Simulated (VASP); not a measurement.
# Al3Cu: single point with PBEsol

The system is Al3Cu.

```
CELL_PARAMETERS angstrom
2.72409 0.00000 0.00000
0.00000 2.72409 0.00000
0.00000 0.00000 7.69419
ATOMIC_POSITIONS crystal
Al 0.00000 0.00000 0.50000
Al 0.50000 0.50000 0.22264
Al 0.50000 0.50000 0.77736
Cu 0.00000 0.00000 0.00000
```

This cell differs from its parent crystal: biaxial strain in the a-b plane: -2.0 %.

- Program: VASP 6.6.1
- Task: single point
- Functional: PBEsol
- Potentials or basis: VASP PAW PBE potentials, release 64 (Al, Cu)
- Cutoff: 520 eV
- k mesh: 18 × 18 × 8
- Occupations: gaussian, width 0.1 eV
- Spin: no spin polarisation
- Dipole correction: no
- Further INCAR settings: ALGO = Fast; EDIFF = 1e-06; NBANDS = 18

```yaml
Pressure: 3.3 GPa
Largest_force: 0.076 eV/Å
Band_gap_on_the_k_mesh: zero (bands 10 and 11 overlap by 5.58 eV)
```

Forces in eV/Å, atoms in the order of the input:
```
Al   0.000  0.000  0.000
Al   0.000  0.000  0.076
Al   0.000  0.000 -0.076
Cu   0.000  0.000  0.000
```

Stress tensor (GPa, compression positive):
```
 5.43  0.00  0.00
 0.00  5.43  0.00
 0.00  0.00 -0.82
```

Levels at points of the mesh, in eV from the Fermi level:
| k point | band 6 | band 7 | band 8 | band 9 | band 10 | band 11 | band 12 | band 13 | band 14 | band 15 |
| --- | --- | --- | --- | --- | --- | --- | --- | --- | --- | --- |
| (0.00, 0.00, 0.00) | -3.71 | -3.71 | -3.28 | -2.27 | 0.04 | 6.62 | 7.20 | 7.20 | 8.07 | 9.47 |
| (0.50, 0.00, 0.00) | -4.15 | -3.81 | -3.79 | -3.61 | -2.48 | -1.86 | 2.36 | 3.67 | 3.69 | 4.81 |
| (0.50, 0.50, 0.00) | -2.43 | -2.43 | -0.31 | -0.18 | 0.18 | 0.18 | 0.50 | 0.50 | 0.76 | 2.30 |
| (0.00, 0.00, 0.50) | -3.77 | -3.71 | -3.71 | -3.28 | 3.44 | 5.01 | 6.60 | 7.74 | 7.74 | 7.86 |
| (0.50, 0.00, 0.50) | -4.43 | -3.79 | -3.61 | -2.67 | -1.24 | -1.15 | -0.02 | 0.64 | 8.22 | 8.33 |
| (0.50, 0.50, 0.50) | -1.75 | -1.75 | -1.59 | -1.59 | -0.36 | -0.35 | 0.76 | 1.93 | 3.26 | 3.26 |

It took 2.9 min on 1 thread of AMD EPYC 9R45 96-Core Processor (Zen 5), on a shared host, peak memory 0.34 GiB.

Caveat: the cell differs from its parent crystal (biaxial strain in the a-b plane: -2.0 %); the cell stands under pressure; the PAW data sets were made with another functional, which shifts forces and pressure a little.
